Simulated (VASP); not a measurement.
# KCl (Pm-3m) in VASP: notebook, part 2 of 2

VASP 6.6.1. Earlier steps stand in the parts before.

## (3) Single point, r2SCAN

This run uses another cell than the first one, of 30.56 Å³/atom.

Contents of POSCAR:

```
KCl
1.0
    3.9389596887      0.0000000000      0.0000000000
    0.0000000000      3.9389596887      0.0000000000
    0.0000000000      0.0000000000      3.9389596887
K Cl
1 1
Direct
    0.0000000000      0.0000000000      0.0000000000
    0.5000000000      0.5000000000      0.5000000000
```

Contents of INCAR.step1:

```
SYSTEM = KCl
PREC     = Accurate       ! precision mode
ENCUT    = 550            ! plane-wave cutoff, eV
ISMEAR   = 0              ! smearing method
SIGMA    = 0.01           ! smearing width, eV
LREAL    = .False.        ! projectors in reciprocal space
LASPH    = .True.         ! aspherical terms in the spheres
NELM     = 120            ! most SCF steps
NBANDS   = 15             ! bands
GGA      = PE             ! functional
ALGO     = Normal         ! electronic algorithm
EDIFF    = 1E-5           ! SCF threshold, eV
LWAVE    = .True.         ! write WAVECAR
LCHARG   = .False.        ! write CHGCAR
GGA_COMPAT= .False.
```

Contents of INCAR.step2:

```
SYSTEM = KCl
PREC     = Accurate       ! precision mode
ENCUT    = 550            ! plane-wave cutoff, eV
EDIFF    = 1E-6           ! SCF threshold, eV
ISMEAR   = 0              ! smearing method
SIGMA    = 0.01           ! smearing width, eV
LREAL    = .False.        ! projectors in reciprocal space
LASPH    = .True.         ! aspherical terms in the spheres
NELM     = 120            ! most SCF steps
ALGO     = Normal         ! electronic algorithm
ISIF     = 2              ! what is computed and relaxed
LWAVE    = .False.        ! write WAVECAR
LCHARG   = .False.        ! write CHGCAR
METAGGA  = R2SCAN         ! meta-GGA
LMIXTAU  = .True.       
NBANDS   = 15             ! bands
ISTART   = 1            
GGA_COMPAT= .False.
```

Contents of KPOINTS:

```
regular mesh
0
Gamma
  5 5 5
  0 0 0
```

Potentials or basis: VASP PAW PBE potentials, release 64 (K_sv, Cl).

The run is started by

```
> cat potpaw_PBE.64/K_sv/POTCAR potpaw_PBE.64/Cl/POTCAR > POTCAR
> cp INCAR.step1 INCAR
> mpirun -np 1 vasp_std > vasp.out
> cp INCAR.step2 INCAR
> mpirun -np 1 vasp_std > vasp.out
```

OUTCAR:

```text
SYSTEM = KCl
   PREC = Accurate
   ENCUT = 550
   EDIFF = 1E-6
   ISMEAR = 0
   LREAL = .False.
   LASPH = .True.
   NELM = 120
   ISIF = 2
   METAGGA = R2SCAN
   ISTART = 1

 ion  position               nearest neighbor table
   1  0.000  0.000  0.000-
   2  0.500  0.500  0.500-

  LATTYP: Found a simple cubic cell.
 ALAT       =     3.9389596887

  Lattice vectors:

 A1 = (   3.9389596887,   0.0000000000,   0.0000000000)
 A2 = (   0.0000000000,   3.9389596887,   0.0000000000)
 A3 = (   0.0000000000,   0.0000000000,   3.9389596887)

Analysis of symmetry for initial positions (statically):
=====================================================================
 Subroutine PRICEL returns:
 Original cell was already a primitive cell.

 Routine SETGRP: Setting up the symmetry group for a
 simple cubic supercell.

 Subroutine GETGRP returns: Found 48 space group operations
 (whereof 48 operations were pure point group operations)
 out of a pool of 48 trial point group operations.

The static configuration has the point symmetry O_h .

Analysis of symmetry for dynamics (positions and initial velocities):
=====================================================================
 Subroutine PRICEL returns:
 Original cell was already a primitive cell.

 Routine SETGRP: Setting up the symmetry group for a
 simple cubic supercell.

 Subroutine GETGRP returns: Found 48 space group operations
 (whereof 48 operations were pure point group operations)
 out of a pool of 48 trial point group operations.

The dynamic configuration has the point symmetry O_h .

 Subroutine INISYM returns: Found 48 space group operations
 (whereof 48 operations are pure point group operations),
 and found     1 'primitive' translations

----------------------------------------------------------------------------------------

                                     Primitive cell

  volume of cell :      61.1145

  direct lattice vectors                    reciprocal lattice vectors
[... 101 lines left out ...]
   LEPSILON=     F    determine dielectric tensor
   LRPA    =     F    only Hartree local field effects (RPA)
 non-spin polarized calculation
 Gauss-broadening in eV      SIGMA  =   0.01
  energy-cutoff  :      550.00
  volume of cell :       61.11
 maximum number of plane-waves:      1812
 NGX is ok and might be reduce to    30
   NGX = 15   NGY = 15   NGZ = 15

 number of electron      15.9999992 magnetization

 Free energy of the ion-electron system (eV)
  ---------------------------------------------------
  ext. energy  EPLUGINS =         0.00000000
  ---------------------------------------------------
  free energy    TOTEN  =       -16.35164496 eV

  energy without entropy =      -16.35164496  energy(sigma->0) =      -16.35164496

 E-fermi :  -1.5054     XC(G=0):  -8.1236

 val. band max:       -1.6176882566   @ k =   0.4000   0.4000   0.0000
 cond. band min:       3.6510639175   @ k =   0.0000   0.0000   0.0000
 fundamental gap:      5.2687521741
 Fermi energy:        -1.5054136779

 k-point     1 :       0.0000    0.0000    0.0000
  band No.  band energies     occupation
      1     -30.9061      2.00000
      2     -14.5765      2.00000
      3     -13.5365      2.00000
      4     -13.5365      2.00000
      5     -13.5365      2.00000
      6      -1.7739      2.00000
      7      -1.7739      2.00000
      8      -1.7739      2.00000
      9       3.6511      0.00000
     10       5.6129      0.00000
     11       5.6129      0.00000
     12       9.6729      0.00000
     13       9.6729      0.00000
     14       9.6729      0.00000
[... 149 lines left out ...]
      2     -14.2861      2.00000
      3     -13.6561      2.00000
      4     -13.6561      2.00000
      5     -13.6487      2.00000
      6      -2.6492      2.00000
      7      -2.6492      2.00000
      8      -2.6143      2.00000
      9       7.1382      0.00000
     10       7.5428      0.00000
     11       7.5428      0.00000
     12       8.4677      0.00000
     13       8.8067      0.00000
     14       8.8067      0.00000
     15      11.3329      0.00000

------------------------ aborting loop because EDIFF is reached ----------------------------------------

  FORCE on cell =-STRESS in cart. coord.  units (eV):
  Direction    XX          YY          ZZ          XY          YZ          ZX
  --------------------------------------------------------------------------------------
  -------------------------------------------------------------------------------------
  Total       -0.8342390     -0.8342390     -0.8342390     -0.0000000     -0.0000000      0.0000000
  in kB      -21.8703860    -21.8703860    -21.8703860     -0.0000000     -0.0000000      0.0000000
  external PRESSURE =     -21.8703860 kB  Pullay stress =       0.0000000 kB

 VOLUME and BASIS-vectors are now :
 -----------------------------------------------------------------------------
  energy-cutoff  :      550.00
  volume of cell :       61.11
      direct lattice vectors                 reciprocal lattice vectors
     3.938959689  0.000000000  0.000000000     0.253874139  0.000000000  0.000000000
     0.000000000  3.938959689  0.000000000     0.000000000  0.253874139  0.000000000
     0.000000000  0.000000000  3.938959689     0.000000000  0.000000000  0.253874139

 POSITION                                       TOTAL-FORCE (eV/Angst)
 -----------------------------------------------------------------------------------
      0.00000      0.00000      0.00000         0.000000      0.000000      0.000000
      1.96948      1.96948      1.96948         0.000000      0.000000      0.000000
 -----------------------------------------------------------------------------------
    total drift:                                0.000000      0.000000     -0.000000

  FREE ENERGIE OF THE ION-ELECTRON SYSTEM (eV)
  ---------------------------------------------------
  free  energy   TOTEN  =       -16.3516449552 eV

  energy  without entropy=      -16.3516449552  energy(sigma->0) =      -16.35164496
```

It took 48 s on 1 thread of Intel Xeon 8259CL, shared host; peak memory 0.17 GiB.

Results:

- Free energy: -16.3516 eV
- Pressure: -2.2 GPa
- Band gap on the k mesh: 5.27 eV (least direct gap 5.42 eV)

Caveat: the PAW data sets were made with another functional, which shifts forces and pressure a little; an odd mesh through Γ misses points on the zone boundary, where band edges can lie.

## (4) Single point, r2SCAN

This run uses another cell than the first one, of 31.69 Å³/atom.

Contents of POSCAR:

```
KCl
1.0
    3.9870005172      0.0000000000      0.0000000000
    0.0000000000      3.9870005172      0.0000000000
    0.0000000000      0.0000000000      3.9870005172
K Cl
1 1
Direct
    0.0000000000      0.0000000000      0.0000000000
    0.5000000000      0.5000000000      0.5000000000
```

Contents of INCAR.step1:

```
SYSTEM = KCl
PREC = Accurate
ENCUT = 550
ISMEAR = 0
SIGMA = 0.01
LREAL = .False.
LASPH = .True.
NELM = 120
NBANDS = 15
GGA = PE
ALGO = Normal
EDIFF = 1E-5
LWAVE = .True.
LCHARG = .False.
GGA_COMPAT = .False.
```

Contents of INCAR.step2:

```
SYSTEM = KCl
PREC = Accurate
ENCUT = 550
EDIFF = 1E-6
ISMEAR = 0
SIGMA = 0.01
LREAL = .False.
LASPH = .True.
NELM = 120
ALGO = Normal
ISIF = 2
LWAVE = .False.
LCHARG = .False.
METAGGA = R2SCAN
LMIXTAU = .True.
NBANDS = 15
ISTART = 1
GGA_COMPAT = .False.
```

Contents of KPOINTS:

```
Automatic mesh
0
Gamma
  5 5 5
  0 0 0
```

The run is started by

```
> cat potpaw_PBE.64/K_sv/POTCAR potpaw_PBE.64/Cl/POTCAR > POTCAR
> cp INCAR.step1 INCAR
> mpirun -np 1 vasp_std > vasp.out
> cp INCAR.step2 INCAR
> mpirun -np 1 vasp_std > vasp.out
```

It took 50 s on 1 thread of Intel Xeon 8259CL, shared host; peak memory 0.17 GiB.

The run converged. Its results:

```yaml
Free_energy: -16.3187 eV
Pressure: -2.6 GPa
Band_gap_on_the_k_mesh: 5.13 eV (least direct gap 5.28 eV)
```

Levels at points of the mesh, in eV from the valence-band top:
```csv
k point,band 4,band 5,band 6,band 7,band 8,band 9,band 10,band 11,band 12,band 13
"(0.00, 0.00, 0.00)",-12.00,-12.00,-0.15,-0.15,-0.15,5.13,7.24,7.24,11.19,11.19
```

Caveat: the PAW data sets were made with another functional, which shifts forces and pressure a little; an odd mesh through Γ misses points on the zone boundary, where band edges can lie.

## (5) Summary

| cell | gap on the mesh (eV) | pressure (GPa) |
| --- | --- | --- |
| a = 3.890 Å, 2 atoms | 5.42 | -1.7 |
| a = 3.939 Å, 2 atoms | 5.27 | -2.2 |
| a = 3.987 Å, 2 atoms | 5.13 | -2.6 |

Alike in all rows: task single point; level r2SCAN; potentials or basis VASP PAW PBE potentials, release 64 (K_sv, Cl); no spin polarisation; k mesh 5 × 5 × 5; cutoff (eV) 550; smearing gaussian 0.01 eV.

Caveats: the PAW data sets were made with another functional, which shifts forces and pressure a little; an odd mesh through Γ misses points on the zone boundary, where band edges can lie.

Total energies depend on the potentials used, so only differences within one code and one set of settings carry meaning.
